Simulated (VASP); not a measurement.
Input of a VASP 6.6.1 run:

INCAR

```
SYSTEM = TiAl3
ALGO     = Fast           ! electronic algorithm
EDIFF    = 1E-6           ! SCF threshold, eV
ENCUT    = 520            ! plane-wave cutoff, eV
GGA      = PS             ! functional
ISIF     = 2              ! what is computed and relaxed
ISMEAR   = 0              ! smearing method
LASPH    = .TRUE.         ! aspherical terms in the spheres
LCHARG   = .FALSE.        ! write CHGCAR
LREAL    = .FALSE.        ! projectors in reciprocal space
LWAVE    = .FALSE.        ! write WAVECAR
NBANDS   = 18             ! bands
NELM     = 80             ! most SCF steps
PREC     = Accurate       ! precision mode
SIGMA    = 0.1            ! smearing width, eV
```

Contents of KPOINTS:

```
k-points
0
G
  14 10 10
  0 0 0
```

The input POSCAR:

```
TiAl3
1.0
    2.7813269490      0.0000000000      0.0000000000
    0.0000000000      4.6709379284      0.0000000000
    0.0000000000      0.0000000000      4.8935500796
Ti Al
1 3
Direct
    0.0000000000      0.5000000000      0.1631748200
    0.5000000000      0.5000000000      0.6640453467
    0.5000000000      0.0000000000      0.3331170417
    0.0000000000      0.0000000000      0.8396617916
```

Potentials or basis: VASP PAW PBE potentials, release 64 (Ti_sv, Al).

Command:

```console
$ cat potpaw_PBE.64/Ti_sv/POTCAR potpaw_PBE.64/Al/POTCAR > POTCAR
$ mpirun -np 1 vasp_std > vasp.out
```

Problem. Estimate the pressure.

Solution. 0.0 GPa.

Problem. Predict the band gap on the k mesh.

Solution. Zero (an odd number of electrons rules out a gap without spin polarisation).

Caveat: the PAW data sets were made with another functional, which shifts forces and pressure a little.
